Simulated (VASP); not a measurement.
# Be (C2/c) in VASP: single point with revPBE

Aim: the single point of Be with revPBE.

Program: VASP 6.6.1. These are calculated values, not measurements. Logs are shortened: lines on timing, memory, paths and dates and some standing lists are left out, and cuts for length are marked.

## Step 1: The cell of the first run

The typed cell holds 2 atoms: a = 2.282 Å, b = 2.282 Å, c = 4.248 Å, α = 105.56°, β = 105.56°, γ = 120.02°.

## Step 2: Single point, revPBE (8.08 Å³/atom)

Contents of INCAR:

```
  ALGO = Normal
  EDIFF = 1E-6
  ENCUT = 520
  GGA = RE
  ISIF = 2
  ISMEAR = -1
  LASPH = T
  LCHARG = F
  LREAL = F
  LWAVE = F
  NBANDS = 9
  NELM = 100
  PREC = Accurate
  SIGMA = 0.1
```

Contents of KPOINTS:

```
k-points
0
Gamma
  29 29 14
```

Contents of POSCAR:

```
Be
1.0
   -1.5363521766      1.2593263320      1.1239132856
    1.2593263320     -1.5363521766      1.1239132856
    2.7738281510      2.7738281510     -1.6312866275
Be
2
Direct
    0.9583877706      0.0416122294      0.0000000000
    0.7916122294      0.2083877706      0.5000000000
```

Potentials or basis: VASP PAW PBE potentials, release 64 (Be).

Command:

```bash
> cat potpaw_PBE.64/Be/POTCAR > POTCAR
> mpirun -np 1 vasp_std > vasp.out
```

OUTCAR:

```text
EDIFF = 1E-6
   ENCUT = 520
   GGA = RE
   ISIF = 2
   ISMEAR = -1
   LASPH = T
   LREAL = F
   NELM = 100
   PREC = Accurate

 ion  position               nearest neighbor table
   1  0.958  0.042  0.000-   2 2.22   2 2.22   2 2.22   2 2.22   2 2.22   2 2.22
   2  0.792  0.208  0.500-   1 2.22   1 2.22   1 2.22   1 2.22   1 2.22   1 2.22

  Warning from LATTYP: Got some problem with cell dimensions!
  Tried to take original basis but could not verify dimensions!
  LATTYP: Found a base centered monoclinic cell.
 ALAT       =     2.2817122806
 B/A-ratio  =     1.7327716981
 C/A-ratio  =     1.5709402714
 COS(beta)  =    -0.0003077933

  Lattice vectors:

 A1 = (   1.5363521766,  -1.2593263320,  -1.1239132856)
 A2 = (  -1.2593263320,   1.5363521766,  -1.1239132856)
 A3 = (   2.4968023064,   2.4968023064,   0.6165399437)

Analysis of symmetry for initial positions (statically):
=====================================================================
 Subroutine PRICEL returns:
 Original cell was already a primitive cell.

 Routine SETGRP: Setting up the symmetry group for a
 base centered monoclinic supercell.

 Subroutine GETGRP returns: Found  4 space group operations
 (whereof  2 operations were pure point group operations)
 out of a pool of  4 trial point group operations.

The static configuration has the point symmetry C_2 .
 The point group associated with its full space group is C_2h.

Analysis of symmetry for dynamics (positions and initial velocities):
=====================================================================
 Subroutine PRICEL returns:
 Original cell was already a primitive cell.

 Routine SETGRP: Setting up the symmetry group for a
 base centered monoclinic supercell.

 Subroutine GETGRP returns: Found  4 space group operations
 (whereof  2 operations were pure point group operations)
 out of a pool of  4 trial point group operations.

The dynamic configuration has the point symmetry C_2 .
 The point group associated with its full space group is C_2h.

 Subroutine INISYM returns: Found  4 space group operations
 (whereof  2 operations are pure point group operations),
 and found     1 'primitive' translations

----------------------------------------------------------------------------------------

                                     Primitive cell

  volume of cell :      16.1679

  direct lattice vectors                    reciprocal lattice vectors
    -1.536352177  1.259326332  1.123913286    -0.037810199  0.319884721  0.479637507
     1.259326332 -1.536352177  1.123913286     0.319884721 -0.037810199  0.479637507
     2.773828151  2.773828151 -1.631286627     0.194341876  0.194341876  0.047902025

  length of vectors
     2.282424565  2.282424565  4.248451634     0.577761183  0.577761183  0.278984110

  position of ions in fractional coordinates (direct lattice)
     0.958387771  0.041612229  0.000000000
     0.791612229  0.208387771  0.500000000

  ion indices of the primitive-cell ions
   primitive index   ion index
                 1           1
                 2           2

----------------------------------------------------------------------------------------

 KPOINTS: k-points

Automatic generation of k-mesh.
 Grid dimensions read from file:
 generate k-points for:   29   29   14

 Generating k-lattice:

  Cartesian coordinates                     Fractional coordinates (reciprocal lattice)
    -0.001303800  0.011030508  0.016539224     0.034482759  0.000000000  0.000000000
     0.011030508 -0.001303800  0.016539224     0.000000000  0.034482759  0.000000000
     0.013881563  0.013881563  0.003421573     0.000000000  0.000000000  0.071428571

  Length of vectors
     0.019922799  0.019922799  0.019927436

  Shift w.r.t. Gamma in fractional coordinates (k-lattice)
     0.000000000  0.000000000  0.000000000

 Subroutine IBZKPT returns following result:
 ===========================================

 Found   3060 irreducible k-points:

 Following reciprocal coordinates:
            Coordinates               Weight
  0.000000  0.000000  0.000000      1.000000
  0.034483  0.000000  0.000000      4.000000
  0.068966  0.000000  0.000000      4.000000
  0.103448  0.000000  0.000000      4.000000
  0.137931  0.000000  0.000000      4.000000
  0.172414  0.000000  0.000000      4.000000
[... 16 lines left out ...]
  0.275862  0.034483  0.000000      4.000000
  0.310345  0.034483  0.000000      4.000000
 [... further k-points ...]
   k-points           NKPTS =   3060   k-points in BZ     NKDIM =   3060   number of bands    NBANDS=      9
   number of dos      NEDOS =    301   number of ions     NIONS =      2
   total plane-waves  NPLWV =  10368
   dimension x,y,z NGX =    18 NGY =   18 NGZ =   32
   dimension x,y,z NGXF=    36 NGYF=   36 NGZF=   64
   ions per type =               2
   NGX,Y,Z   is equivalent  to a cutoff of  13.11, 13.11, 12.52 a.u.
   NGXF,Y,Z  is equivalent  to a cutoff of  26.22, 26.22, 25.04 a.u.
 SYSTEM =  unknown system
   PREC   = accura    normal or accurate (medium, high low for compatibility)
   ISTART =      0    job   : 0-new  1-cont  2-samecut
   ICHARG =      2    charge: 1-file 2-atom 10-const
   ISPIN  =      1    spin polarized calculation?
   LNONCOLLINEAR =      F non collinear calculations
   LSORBIT =      F    spin-orbit coupling
   LASPH  =      T    aspherical Exc in radial PAW
   ENCUT  =  520.0 eV  38.22 Ry    6.18 a.u.   4.24  4.24  7.90*2*pi/ulx,y,z
   NELM   =    100;   NELMIN=  2; NELMDL= -5     # of ELM steps
   EDIFF  = 0.1E-05   stopping-criterion for ELM
   LREAL  =      F    real-space projection
   EDIFFG = 0.1E-04   stopping-criterion for IOM
   NSW    =      0    number of steps for IOM
   IBRION =     -1    ionic relax: 0-MD 1-quasi-New 2-CG
   NFREE  =      0    steps in history (QN), initial steepest desc. (CG)
   ISIF   =      2    stress and relaxation
   ISYM   =      2    0-nonsym 1-usesym 2-fastsym
   POTIM  = 0.5000    time-step for ionic-motion
   TEBEG  =    0.0;   TEEND  =   0.0 temperature during run
   PSTRESS=    0.0 pullay stress
   NELECT =       4.0000    total number of electrons
   NUPDOWN=      -1.0000    fix difference up-down
   EMIN   =  10.00;   EMAX   =-10.00  energy-range for DOS
   EFERMI =   0.00;   METHOD = LEGACY
   ISMEAR =    -1;   SIGMA  =   0.10  broadening in eV -4-tet -1-fermi 0-gaus
   EFERMI_NEDOS =   21; number of points for ismear=-14 and -15
   IALGO  =     38    algorithm
   IMIX   =      4    mixing-type and parameters
     AMIX     =   0.40;   BMIX     =  1.00
     AMIX_MAG =   1.60;   BMIX_MAG =  1.00
  volume/ion in A,a.u.               =       8.08        54.55
  Fermi-wavevector in a.u.,A,eV,Ry     =   1.027725  1.942119 14.370729  1.056219
  Thomas-Fermi vector in A             =   2.161685
   LORBIT       =      0    0 simple, 1 ext, 2 COOP (PROOUT), +10 PAW based schemes
   GGA     = RE    functional components
   LHFCALC =     F    Hartree Fock is set to
   AEXX    =    0.0000 exact exchange contribution
   IVDW    =     0    specifies the selected vdW correction
   LEPSILON=     F    determine dielectric tensor
   LRPA    =     F    only Hartree local field effects (RPA)
 non-spin polarized calculation
  energy-cutoff  :      520.00
  volume of cell :       16.17
 maximum number of plane-waves:       456
 NGX is ok and might be reduce to    18
   NGX =  9   NGY =  9   NGZ = 15

 number of electron       4.0000000 magnetization

 Free energy of the ion-electron system (eV)
  ---------------------------------------------------
  ext. energy  EPLUGINS =         0.00000000
  ---------------------------------------------------
  free energy    TOTEN  =        -7.11700920 eV

  energy without entropy =       -7.11288260  energy(sigma->0) =       -7.11494590

 E-fermi :   7.0160     XC(G=0): -10.5335

 val. band max:        7.0138210622   @ k =   0.2759   0.2759   0.3571
 cond. band min:       7.0290369848   @ k =  -0.1034  -0.3103   0.4286
 fundamental gap:      0.0152159226
 Fermi energy:         7.0159520645

 k-point     1 :       0.0000    0.0000    0.0000
  band No.  band energies     occupation
      1      -4.3482      2.00000
      2       2.5910      2.00000
      3       7.9711      0.00014
      4      22.7222      0.00000
      5      22.7350      0.00000
      6      25.5475      0.00000
      7      25.5535      0.00000
      8      27.7239      0.00000
      9      33.5562      0.00000

 k-point     2 :       0.0345    0.0000    0.0000
  band No.  band energies     occupation
      1      -4.3039      2.00000
      2       2.5667      2.00000
      3       8.0747      0.00005
      4      22.4415      0.00000
      5      22.4995      0.00000
      6      25.5518      0.00000
      7      25.6856      0.00000
      8      27.5812      0.00000
      9      32.8680      0.00000

 k-point     3 :       0.0690    0.0000    0.0000
  band No.  band energies     occupation
      1      -4.1707      2.00000
      2       2.5021      2.00000
      3       8.3758      0.00000
      4      21.6584      0.00000
      5      21.9645      0.00000
      6      25.5105      0.00000
      7      25.9197      0.00000
      8      27.1843      0.00000
      9      31.6878      0.00000

 k-point     4 :       0.1034    0.0000    0.0000
  band No.  band energies     occupation
      1      -3.9487      2.00000
      2       2.4177      2.00000
      3       8.8498      0.00000
      4      20.5544      0.00000
      5      21.3197      0.00000
      6      25.3549      0.00000
      7      25.9867      0.00000
      8      26.5500      0.00000
      9      30.3267      0.00000
[... 205 lines left out ...]
 k-point    22 :       0.2414    0.0345    0.0000
  band No.  band energies     occupation
      1      -1.7445      2.00000
      2       2.1334      2.00000
      3      12.1175      0.00000
      4      15.3792      0.00000
      5      18.3990      0.00000
      6      19.3812      0.00000
      7      22.9080      0.00000
      8      23.8219      0.00000
      9      27.5340      0.00000

 k-point    23 :       0.2759    0.0345    0.0000
  band No.  band energies     occupation
      1      -1.0293      2.00000
      2       2.2452      2.00000
      3      11.9576      0.00000
      4      14.8990      0.00000
      5      17.4154      0.00000
      6      18.7638      0.00000
      7      22.0697      0.00000
      8      23.4291      0.00000
      9      27.2059      0.00000

 k-point    24 :       0.3103    0.0345    0.0000
  band No.  band energies     occupation
      1      -0.2355      2.00000
      2       2.4110      2.00000
      3      11.2769      0.00000
      4      13.9433      0.00000
      5      17.3230      0.00000
      6      18.5975      0.00000
      7      21.2850      0.00000
      8      23.0809      0.00000
      9      26.8882      0.00000

 [... further k-points ...]
[... 5 lines left out ...]
  --------------------------------------------------------------------------------------
  -------------------------------------------------------------------------------------
  Total        0.0171357      0.0171357     -0.0257849      0.0568333      0.0048324      0.0048324
  in kB        1.6980809      1.6980809     -2.5551809      5.6319650      0.4788760      0.4788760
  external PRESSURE =       0.2803270 kB  Pullay stress =       0.0000000 kB

 VOLUME and BASIS-vectors are now :
 -----------------------------------------------------------------------------
  energy-cutoff  :      520.00
  volume of cell :       16.17
      direct lattice vectors                 reciprocal lattice vectors
    -1.536352177  1.259326332  1.123913286    -0.037810199  0.319884721  0.479637507
     1.259326332 -1.536352177  1.123913286     0.319884721 -0.037810199  0.479637507
     2.773828151  2.773828151 -1.631286627     0.194341876  0.194341876  0.047902025

 POSITION                                       TOTAL-FORCE (eV/Angst)
 -----------------------------------------------------------------------------------
     -1.42002      1.14299      1.12391         0.000629     -0.000629      0.000000
      0.43315      2.06366      0.30827        -0.000629      0.000629     -0.000000
 -----------------------------------------------------------------------------------
    total drift:                                0.000000     -0.000000     -0.000000

  FREE ENERGIE OF THE ION-ELECTRON SYSTEM (eV)
  ---------------------------------------------------
  free  energy   TOTEN  =        -7.1170092016 eV

  energy  without entropy=       -7.1128825989  energy(sigma->0) =       -7.11494590
```

Run time: 7.5 min. Hardware: 1 thread of Intel Xeon 8259CL, shared host; peak memory 0.47 GiB.

What came out:

* Free energy: -7.1170 eV
* Pressure: 0.0 GPa
* Band gap on the k mesh: zero (bands 2 and 3 overlap by 1.67 eV)

Levels at points of the mesh, in eV from the Fermi level:
```tsv
k point	band 1	band 2	band 3	band 4	band 5	band 6
(0.00, 0.00, 0.00)	-11.36	-4.42	0.96	15.71	15.72	18.53
(0.00, 0.00, 0.50)	-9.20	-9.20	10.54	10.54	17.35	17.35
```

Caveat: the PAW data sets were made with another functional, which shifts forces and pressure a little.
